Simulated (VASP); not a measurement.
Set up this calculation in VASP 6.6.1, as the native input.

```yaml
Task: single point
Functional: r2SCAN
Potentials_or_basis: VASP PAW PBE potentials, release 64 (C)
Cutoff: 660 eV
k_mesh: 10 × 10 × 10
Occupations: gaussian, width 0.01 eV
Spin: no spin polarisation
Dipole_correction: no
Further_INCAR_settings: ALGO = Normal; EDIFF = 1e-06; NBANDS = 11
```

The system is C.

```
C
1.0
     0.00000    1.78012    1.78012
     1.78012    0.00000    1.78012
     1.78012    1.78012    0.00000
C
2
Direct
  0.00000 0.00000 0.00000
  0.25000 0.25000 0.25000
```

These files were run (other wordings do the same):

POSCAR

```
C
1.0
    0.0000000000      1.7801243556      1.7801243556
    1.7801243556      0.0000000000      1.7801243556
    1.7801243556      1.7801243556      0.0000000000
C
2
Direct
    0.0000000000      0.0000000000      0.0000000000
    0.2500000000      0.2500000000      0.2500000000
```

INCAR.step1

```
PREC = Accurate
ENCUT = 660
ISMEAR = 0
SIGMA = 0.01
LREAL = F
LASPH = T
NELM = 120
NBANDS = 11
GGA = PE
ALGO = Normal
EDIFF = 1E-5
LWAVE = T
LCHARG = F
GGA_COMPAT = F
```

INCAR.step2

```
PREC = Accurate
ENCUT = 660
EDIFF = 1E-6
ISMEAR = 0
SIGMA = 0.01
LREAL = F
LASPH = T
NELM = 120
ALGO = Normal
ISIF = 2
LWAVE = F
LCHARG = T
METAGGA = R2SCAN
LMIXTAU = T
LELF = T
LVHAR = T
NBANDS = 11
ISTART = 1
GGA_COMPAT = F
```

KPOINTS

```
regular mesh
0
Gamma
  10 10 10
```

Potentials or basis: VASP PAW PBE potentials, release 64 (C).

Run with:

```bash
$ cat potpaw_PBE.64/C/POTCAR > POTCAR
$ cp INCAR.step1 INCAR
$ mpirun -np 1 vasp_std > vasp.out
$ cp INCAR.step2 INCAR
$ mpirun -np 1 vasp_std > vasp.out
```

It gave:

The pressure is 0.1 GPa and the band gap on the k mesh is 4.38 eV, indirect (least direct gap 5.85 eV).

Caveat: the PAW data sets were made with another functional, which shifts forces and pressure a little.

Run time: 43 s on 1 thread of Intel Xeon 8259CL (shared host), peak memory 0.14 GiB.
